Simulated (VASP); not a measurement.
# PtSe (P-6m2) in VASP: further runs

Aim: see how the results for PtSe move with the level of theory and the settings. Levels: r2SCAN, LDA. Tasks: single point, relaxation of cell and atoms.

Everything below comes from runs of VASP 6.6.1. Logs are shortened: lines on timing, memory, paths and dates and some standing lists are left out, and cuts for length are marked.

## (1) The cell of the first run

It takes space group P-6m2 (No. 187, hexagonal). Conventional cell: a = 3.638 Å, b = 3.638 Å, c = 3.279 Å, α = 90.00°, β = 90.00°, γ = 120.00°. Pt (site symmetry -6m2) has 6 Se at 2.66 Å and 2 Pt at 3.28 Å within 3.5 Å. Se (site symmetry -6m2) has 6 Pt at 2.66 Å and 2 Se at 3.28 Å within 3.5 Å.

## (2) Single point, r2SCAN

File POSCAR:

```
PtSe
1.0
    3.6378298862     -0.0000000028      0.0000000000
   -1.8189149407      3.1504530975      0.0000000000
    0.0000000000      0.0000000000      3.2788357870
Pt Se
1 1
Direct
    0.0000000000      0.0000000000      0.0000000000
    0.6666666667      0.3333333333      0.5000000000
```

File INCAR.step1:

```
PREC = Accurate
ENCUT = 520
ISMEAR = -1
SIGMA = 0.05
LREAL = False
LASPH = True
NELM = 80
NBANDS = 15
GGA = PE
ALGO = Normal
EDIFF = 1E-4
LWAVE = True
LCHARG = False
```

File INCAR.step2:

```
PREC = Accurate
ENCUT = 520
EDIFF = 1E-6
ISMEAR = -1
SIGMA = 0.05
LREAL = False
LASPH = True
NELM = 80
ALGO = Normal
ISIF = 2
LWAVE = False
LCHARG = False
METAGGA = R2SCAN
LMIXTAU = True
NBANDS = 15
ISTART = 1
```

File KPOINTS:

```
regular mesh
0
Gamma
  8 8 7
```

Potentials or basis: VASP PAW PBE potentials, release 64 (Pt, Se).

Run with:

```sh
$ cat potpaw_PBE.64/Pt/POTCAR potpaw_PBE.64/Se/POTCAR > POTCAR
$ cp INCAR.step1 INCAR
$ mpirun -np 1 vasp_std > vasp.out
$ cp INCAR.step2 INCAR
$ mpirun -np 1 vasp_std > vasp.out
```

OUTCAR:

```text
PREC = Accurate
   ENCUT = 520
   EDIFF = 1E-6
   ISMEAR = -1
   LREAL = False
   LASPH = True
   NELM = 80
   ISIF = 2
   METAGGA = R2SCAN
   ISTART = 1

 ion  position               nearest neighbor table
   1  0.000  0.000  0.000-   2 2.66   2 2.66   2 2.66   2 2.66   2 2.66   2 2.66
   2  0.667  0.333  0.500-   1 2.66   1 2.66   1 2.66   1 2.66   1 2.66   1 2.66

  LATTYP: Found a hexagonal cell.
 ALAT       =     3.6378298862
 C/A-ratio  =     0.9013164138

  Lattice vectors:

 A1 = (   3.6378298862,  -0.0000000028,   0.0000000000)
 A2 = (  -1.8189149407,   3.1504530975,   0.0000000000)
 A3 = (   0.0000000000,   0.0000000000,   3.2788357870)

Analysis of symmetry for initial positions (statically):
=====================================================================
 Subroutine PRICEL returns:
 Original cell was already a primitive cell.

 Routine SETGRP: Setting up the symmetry group for a
 hexagonal supercell.

 Subroutine GETGRP returns: Found 12 space group operations
 (whereof 12 operations were pure point group operations)
 out of a pool of 24 trial point group operations.

The static configuration has the point symmetry D_3h.

Analysis of symmetry for dynamics (positions and initial velocities):
=====================================================================
 Subroutine PRICEL returns:
 Original cell was already a primitive cell.

 Routine SETGRP: Setting up the symmetry group for a
 hexagonal supercell.

 Subroutine GETGRP returns: Found 12 space group operations
 (whereof 12 operations were pure point group operations)
 out of a pool of 24 trial point group operations.

The dynamic configuration has the point symmetry D_3h.

 Subroutine INISYM returns: Found 12 space group operations
 (whereof 12 operations are pure point group operations),
 and found     1 'primitive' translations

----------------------------------------------------------------------------------------

                                     Primitive cell

  volume of cell :      37.5781

  direct lattice vectors                    reciprocal lattice vectors
     3.637829886 -0.000000003  0.000000000     0.274889160  0.158707330  0.000000000
    -1.818914941  3.150453097  0.000000000     0.000000000  0.317414661  0.000000000
     0.000000000  0.000000000  3.278835787     0.000000000  0.000000000  0.304986302

  length of vectors
     3.637829886  3.637829886  3.278835787     0.317414661  0.317414661  0.304986302

  position of ions in fractional coordinates (direct lattice)
     0.000000000  0.000000000  0.000000000
     0.666666667  0.333333333  0.500000000

  ion indices of the primitive-cell ions
   primitive index   ion index
                 1           1
                 2           2

----------------------------------------------------------------------------------------

 KPOINTS: regular mesh

Automatic generation of k-mesh.
 Grid dimensions read from file:
 generate k-points for:    8    8    7

 Generating k-lattice:

  Cartesian coordinates                     Fractional coordinates (reciprocal lattice)
     0.034361145  0.019838416  0.000000000     0.125000000  0.000000000  0.000000000
     0.000000000  0.039676833  0.000000000     0.000000000  0.125000000  0.000000000
     0.000000000  0.000000000  0.043569472     0.000000000  0.000000000  0.142857143

  Length of vectors
     0.039676833  0.039676833  0.043569472

  Shift w.r.t. Gamma in fractional coordinates (k-lattice)
     0.000000000  0.000000000  0.000000000

 Subroutine IBZKPT returns following result:
 ===========================================

 Found     40 irreducible k-points:

 Following reciprocal coordinates:
            Coordinates               Weight
  0.000000  0.000000  0.000000      1.000000
  0.125000 -0.000000  0.000000      6.000000
  0.250000 -0.000000  0.000000      6.000000
  0.375000  0.000000  0.000000      6.000000
  0.500000 -0.000000  0.000000      3.000000
  0.125000  0.125000  0.000000      6.000000
[... 16 lines left out ...]
  0.250000 -0.000000  0.285714     12.000000
  0.375000  0.000000  0.285714     12.000000
 [... further k-points ...]
   k-points           NKPTS =     40   k-points in BZ     NKDIM =     40   number of bands    NBANDS=     15
   number of dos      NEDOS =    301   number of ions     NIONS =      2
   total plane-waves  NPLWV =  18816
   dimension x,y,z NGX =    28 NGY =   28 NGZ =   24
   dimension x,y,z NGXF=    56 NGYF=   56 NGZF=   48
   ions per type =               1   1
   NGX,Y,Z   is equivalent  to a cutoff of  12.80, 12.80, 12.17 a.u.
   NGXF,Y,Z  is equivalent  to a cutoff of  25.59, 25.59, 24.34 a.u.
 SYSTEM =  unknown system
   PREC   = accura    normal or accurate (medium, high low for compatibility)
   ISTART =      1    job   : 0-new  1-cont  2-samecut
   ICHARG =      0    charge: 1-file 2-atom 10-const
   ISPIN  =      1    spin polarized calculation?
   LNONCOLLINEAR =      F non collinear calculations
   LSORBIT =      F    spin-orbit coupling
   LASPH  =      T    aspherical Exc in radial PAW
   ENCUT  =  520.0 eV  38.22 Ry    6.18 a.u.   6.76  6.76  6.10*2*pi/ulx,y,z
   NELM   =     80;   NELMIN=  2; NELMDL=  0     # of ELM steps
   EDIFF  = 0.1E-05   stopping-criterion for ELM
   LREAL  =      F    real-space projection
   EDIFFG = 0.1E-04   stopping-criterion for IOM
   NSW    =      0    number of steps for IOM
   IBRION =     -1    ionic relax: 0-MD 1-quasi-New 2-CG
   NFREE  =      0    steps in history (QN), initial steepest desc. (CG)
   ISIF   =      2    stress and relaxation
   ISYM   =      2    0-nonsym 1-usesym 2-fastsym
   POTIM  = 0.5000    time-step for ionic-motion
   TEBEG  =    0.0;   TEEND  =   0.0 temperature during run
   PSTRESS=    0.0 pullay stress
   NELECT =      16.0000    total number of electrons
   NUPDOWN=      -1.0000    fix difference up-down
   EMIN   =  10.00;   EMAX   =-10.00  energy-range for DOS
   EFERMI =   0.00;   METHOD = LEGACY
   ISMEAR =    -1;   SIGMA  =   0.05  broadening in eV -4-tet -1-fermi 0-gaus
   EFERMI_NEDOS =   21; number of points for ismear=-14 and -15
   IALGO  =     38    algorithm
   IMIX   =      4    mixing-type and parameters
     AMIX     =   0.40;   BMIX     =  1.00
     AMIX_MAG =   1.60;   BMIX_MAG =  1.00
  volume/ion in A,a.u.               =      18.79       126.79
  Fermi-wavevector in a.u.,A,eV,Ry     =   1.231600  2.327387 20.637853  1.516839
  Thomas-Fermi vector in A             =   2.366403
   LORBIT       =      0    0 simple, 1 ext, 2 COOP (PROOUT), +10 PAW based schemes
   METAGGA = R2SCAN    functional components
   LHFCALC =     F    Hartree Fock is set to
   AEXX    =    0.0000 exact exchange contribution
   IVDW    =     0    specifies the selected vdW correction
   LEPSILON=     F    determine dielectric tensor
   LRPA    =     F    only Hartree local field effects (RPA)
 non-spin polarized calculation
  energy-cutoff  :      520.00
  volume of cell :       37.58
 maximum number of plane-waves:      1038
 NGX is ok and might be reduce to    28
   NGX = 13   NGY = 13   NGZ = 13

 number of electron      16.0000000 magnetization

 Free energy of the ion-electron system (eV)
  ---------------------------------------------------
  ext. energy  EPLUGINS =         0.00000000
  ---------------------------------------------------
  free energy    TOTEN  =       -65.37276732 eV

  energy without entropy =      -65.36262535  energy(sigma->0) =      -65.36769634

 E-fermi :   7.4557     XC(G=0): -12.0957

 val. band max:        7.4215904310   @ k =   0.2500  -0.0000   0.1429
 cond. band min:       7.5772500899   @ k =   0.2500   0.1250   0.1429
 fundamental gap:      0.1556596589
 Fermi energy:         7.4556606474

 k-point     1 :       0.0000    0.0000    0.0000
  band No.  band energies     occupation
      1      -8.7958      2.00000
      2       2.4376      2.00000
      3       2.4376      2.00000
      4       2.9008      2.00000
      5       4.8987      2.00000
      6       4.8987      2.00000
      7       5.6147      2.00000
      8       8.1022      0.00000
      9       8.1022      0.00000
     10       8.1639      0.00000
     11      15.0975      0.00000
     12      15.0975      0.00000
     13      15.2616      0.00000
     14      21.0732      0.00000
     15      22.7993      0.00000

 k-point     2 :       0.1250   -0.0000    0.0000
  band No.  band energies     occupation
      1      -8.6442      2.00000
      2       1.9106      2.00000
      3       2.5642      2.00000
      4       3.0745      2.00000
      5       4.1884      2.00000
      6       4.8711      2.00000
      7       6.5130      2.00000
      8       6.8295      1.99999
      9       7.7260      0.00893
     10       9.5837      0.00000
     11      14.3500      0.00000
     12      15.7976      0.00000
     13      16.1280      0.00000
     14      20.7500      0.00000
     15      21.7705      0.00000

 k-point     3 :       0.2500   -0.0000    0.0000
  band No.  band energies     occupation
      1      -8.2419      2.00000
      2       0.8764      2.00000
      3       2.9135      2.00000
      4       3.2752      2.00000
      5       3.4642      2.00000
      6       4.8053      2.00000
      7       5.8680      2.00000
      8       6.9174      1.99996
      9       7.7236      0.00938
     10      10.5796      0.00000
     11      14.6422      0.00000
     12      16.2576      0.00000
     13      17.5436      0.00000
     14      19.0776      0.00000
     15      23.5973      0.00000
[... 343 lines left out ...]
 k-point    23 :       0.2500   -0.0000    0.2857
  band No.  band energies     occupation
      1      -7.5757      2.00000
      2       0.8386      2.00000
      3       1.8623      2.00000
      4       2.5062      2.00000
      5       3.9308      2.00000
      6       4.4654      2.00000
      7       5.5221      2.00000
      8       6.9801      1.99985
      9       8.2128      0.00000
     10      11.8749      0.00000
     11      14.0287      0.00000
     12      16.6148      0.00000
     13      17.5604      0.00000
     14      18.9566      0.00000
     15      21.1234      0.00000

 k-point    24 :       0.3750    0.0000    0.2857
  band No.  band energies     occupation
      1      -7.2540      2.00000
      2       0.4801      2.00000
      3       1.7309      2.00000
      4       2.2960      2.00000
      5       4.1881      2.00000
      6       4.8949      2.00000
      7       5.5284      2.00000
      8       6.6519      2.00000
      9       8.0217      0.00002
     10      10.8460      0.00000
     11      13.6861      0.00000
     12      16.5370      0.00000
     13      17.9100      0.00000
     14      19.6269      0.00000
     15      22.0989      0.00000

 [... further k-points ...]
[... 5 lines left out ...]
  --------------------------------------------------------------------------------------
  -------------------------------------------------------------------------------------
  Total        0.0199967      0.0199967      0.0131036     -0.0000000      0.0000000      0.0000000
  in kB        0.8525766      0.8525766      0.5586844     -0.0000000      0.0000000      0.0000000
  external PRESSURE =       0.7546125 kB  Pullay stress =       0.0000000 kB

 VOLUME and BASIS-vectors are now :
 -----------------------------------------------------------------------------
  energy-cutoff  :      520.00
  volume of cell :       37.58
      direct lattice vectors                 reciprocal lattice vectors
     3.637829886 -0.000000003  0.000000000     0.274889160  0.158707330  0.000000000
    -1.818914941  3.150453097  0.000000000     0.000000000  0.317414661  0.000000000
     0.000000000  0.000000000  3.278835787     0.000000000  0.000000000  0.304986302

 POSITION                                       TOTAL-FORCE (eV/Angst)
 -----------------------------------------------------------------------------------
      0.00000      0.00000      0.00000        -0.000000      0.000000      0.000000
      1.81891      1.05015      1.63942         0.000000     -0.000000      0.000000
 -----------------------------------------------------------------------------------
    total drift:                               -0.000000      0.000000      0.000000

  FREE ENERGIE OF THE ION-ELECTRON SYSTEM (eV)
  ---------------------------------------------------
  free  energy   TOTEN  =       -65.3727673171 eV

  energy  without entropy=      -65.3626253535  energy(sigma->0) =      -65.36769634
```

Run time: 48 s. Hardware: 1 thread of Intel Xeon Platinum 8488C (Sapphire Rapids), shared host; peak memory 0.17 GiB.

What came out:

* Free energy: -65.3728 eV
* Pressure: 0.1 GPa
* Band gap on the k mesh: zero (band 8 reaches 8.26 eV, above the bottom of band 9 at 7.41 eV)

Caveat: the PAW data sets were made with another functional, which shifts forces and pressure a little; spin-orbit coupling is left out, which moves the levels of the heavy elements.

## (3) Relaxation of cell and atoms, LDA

This run uses another cell than the first one, of 21.44 Å³/atom, 1.141 times its volume.

File INCAR:

```
PREC     = Accurate       # precision mode
ENCUT    = 600            # plane-wave cutoff, eV
EDIFF    = 1E-7           # SCF threshold, eV
ISMEAR   = -1             # smearing method
SIGMA    = 0.05           # smearing width, eV
LREAL    = False          # projectors in reciprocal space
LASPH    = True           # aspherical terms in the spheres
NELM     = 60             # most SCF steps
ALGO     = Normal         # electronic algorithm
ISIF     = 3              # what is computed and relaxed
LWAVE    = False          # write WAVECAR
LCHARG   = False          # write CHGCAR
IBRION   = 2              # ionic algorithm
NSW      = 60             # ionic steps
EDIFFG   = -0.01          # ionic threshold
```

KPOINTS is that of step 2.

File POSCAR:

```
PtSe
1.0
    3.7018703300      0.0000000000      0.0000000000
   -1.8509351600      3.2059137500      0.0000000000
    0.0000000000      0.0000000000      3.6128420300
Pt Se
1 1
Direct
    0.0000000000      0.0000000000      0.0000000000
    0.6666666667      0.3333333333      0.5000000000
```

Potentials or basis: VASP PAW LDA potentials, release 64 (Pt, Se).

Run with:

```sh
$ cat potpaw_LDA.64/Pt/POTCAR potpaw_LDA.64/Se/POTCAR > POTCAR
$ mpirun -np 1 vasp_std > vasp.out
```

OUTCAR:

```text
PREC = Accurate
   ENCUT = 600
   EDIFF = 1E-7
   ISMEAR = -1
   LREAL = False
   LASPH = True
   NELM = 60
   ISIF = 3
   IBRION = 2
   NSW = 60
   EDIFFG = -0.01

 ion  position               nearest neighbor table
   1  0.000  0.000  0.000-   2 2.80   2 2.80   2 2.80   2 2.80   2 2.80   2 2.80
   2  0.667  0.333  0.500-   1 2.80   1 2.80   1 2.80   1 2.80   1 2.80   1 2.80

  LATTYP: Found a hexagonal cell.
 ALAT       =     3.7018703300
 C/A-ratio  =     0.9759504542

  Lattice vectors:

 A1 = (   3.7018703300,   0.0000000000,   0.0000000000)
 A2 = (  -1.8509351600,   3.2059137500,   0.0000000000)
 A3 = (   0.0000000000,   0.0000000000,   3.6128420300)

Analysis of symmetry for initial positions (statically):
[... 651 lines left out ...]
--------------------------------------- Ionic step       10  -------------------------------------------

 number of electron      15.9999998 magnetization

------------------------ aborting loop because EDIFF is reached ----------------------------------------
[... 67 lines left out ...]
--------------------------------------- Ionic step       12  -------------------------------------------

 number of electron      15.9999998 magnetization

 Free energy of the ion-electron system (eV)
  ---------------------------------------------------
  ext. energy  EPLUGINS =         0.00000000
  ---------------------------------------------------
  free energy    TOTEN  =       -11.30837740 eV

  energy without entropy =      -11.29959201  energy(sigma->0) =      -11.30398471

 E-fermi :   8.1700     XC(G=0): -11.7785

 val. band max:        8.1608313170   @ k =   0.3750   0.2500   0.2857
 cond. band min:       8.2207907622   @ k =   0.1250   0.0000   0.1429
 fundamental gap:      0.0599594452
 Fermi energy:         8.1700018588

 k-point     1 :       0.0000    0.0000    0.0000
  band No.  band energies     occupation
      1      -7.8940      2.00000
      2       2.8003      2.00000
      3       2.8003      2.00000
      4       3.2840      2.00000
      5       5.5980      2.00000
      6       5.5980      2.00000
      7       7.1248      2.00000
      8       8.4347      0.00999
      9       8.7991      0.00001
     10       8.7991      0.00001
     11      14.9591      0.00000
     12      14.9591      0.00000
[... 374 lines left out ...]
  FREE ENERGIE OF THE ION-ELECTRON SYSTEM (eV)
  ---------------------------------------------------
  free  energy   TOTEN  =       -11.3083774018 eV

  energy  without entropy=      -11.2995920123  energy(sigma->0) =      -11.30398471

 reached required accuracy - stopping structural energy minimisation
```

OSZICAR:

```text
N       E                     dE             d eps       ncg     rms          rms(c)
DAV:   1     0.820966755471E+02    0.82097E+02   -0.80078E+03   984   0.132E+03
DAV:   2    -0.740820007759E+01   -0.89505E+02   -0.82443E+02  1116   0.231E+02
DAV:   3    -0.109445130261E+02   -0.35363E+01   -0.34488E+01  1136   0.466E+01
[... 112 lines left out ...]
DAV:   4    -0.113083661067E+02    0.79777E-03   -0.46569E-03   980   0.491E-01    0.123E-01
DAV:   5    -0.113083655926E+02    0.51409E-06   -0.10554E-04  1028   0.875E-02    0.777E-02
DAV:   6    -0.113083771906E+02   -0.11598E-04   -0.29106E-05  1056   0.445E-02    0.462E-03
DAV:   7    -0.113083773989E+02   -0.20832E-06   -0.48343E-07  1076   0.534E-03    0.269E-03
DAV:   8    -0.113083774018E+02   -0.29079E-08   -0.58213E-08   604   0.222E-03
  12 F= -.11308377E+02 E0= -.11303985E+02  d E =-.124769E-03
```

CONTCAR:

```text
PtSe
   1.00000000000000
     3.6738608972952478   -0.0000000000974279   -0.0000000000000000
    -1.8369304437698304    3.1816568696690841   -0.0000000000000001
     0.0000000000000000   -0.0000000000000001    3.1017112738872403
  Pt              Se
     1     1
Direct
     0.0000000000000000    0.0000000000000000    0.0000000000000000
     0.6666666667000030    0.3333333332999970    0.5000000000000000

  0.00000000E+00  0.00000000E+00  0.00000000E+00
  0.00000000E+00  0.00000000E+00  0.00000000E+00
```

Wall time 2 min (1 thread of Intel Xeon Platinum 8488C (Sapphire Rapids), shared host); peak memory 0.18 GiB.

What came out:

| Quantity | Value |
| --- | --- |
| Free energy | -11.3084 eV |
| Relaxed volume | 18.13 Å³/atom |
| Relaxed cell | a = 3.674 Å, b = 3.674 Å, c = 3.102 Å, α = 90.00°, β = 90.00°, γ = 120.00° |
| Space group after relaxing (to 0.05 Å) | P-6m2 (No. 187) |
| Energy gained by relaxing | 265.8 meV/atom |
| Ionic steps | 12 |
| Pressure after relaxing | 0.0 GPa |
| Band gap on the k mesh | zero (band 8 reaches 9.03 eV, above the bottom of band 9 at 8.10 eV) |

The path:
```csv
step,energy change (eV),largest force (eV/Å),pressure (GPa),volume (Å³)
1,0.0000,0.0000,-18.34,42.88
2,0.3284,0.0000,50.89,29.36
3,-0.5094,0.0000,-1.16,35.97
4,-0.5105,0.0000,-0.23,35.76
5,-0.5105,0.0000,0.38,35.62
6,-0.5129,0.0000,0.36,35.67
7,-0.5191,0.0000,0.28,35.81
8,-0.5286,0.0000,0.30,36.05
9,-0.5188,0.0000,1.23,36.30
10,-0.5314,0.0000,0.42,36.16
11,-0.5252,0.0000,-2.82,36.96
12,-0.5315,0.0000,-0.01,36.26
```

Final structure:
```
Pt Se
1.0
     3.67386    0.00000    0.00000
    -1.83693    3.18166    0.00000
     0.00000    0.00000    3.10171
Pt Se
1 1
Direct
  0.00000 0.00000 0.00000
  0.66667 0.33333 0.50000
```

Caveat: the volume moved by over 15 % at a fixed basis, so the end points are rough; spin-orbit coupling is left out, which moves the levels of the heavy elements.
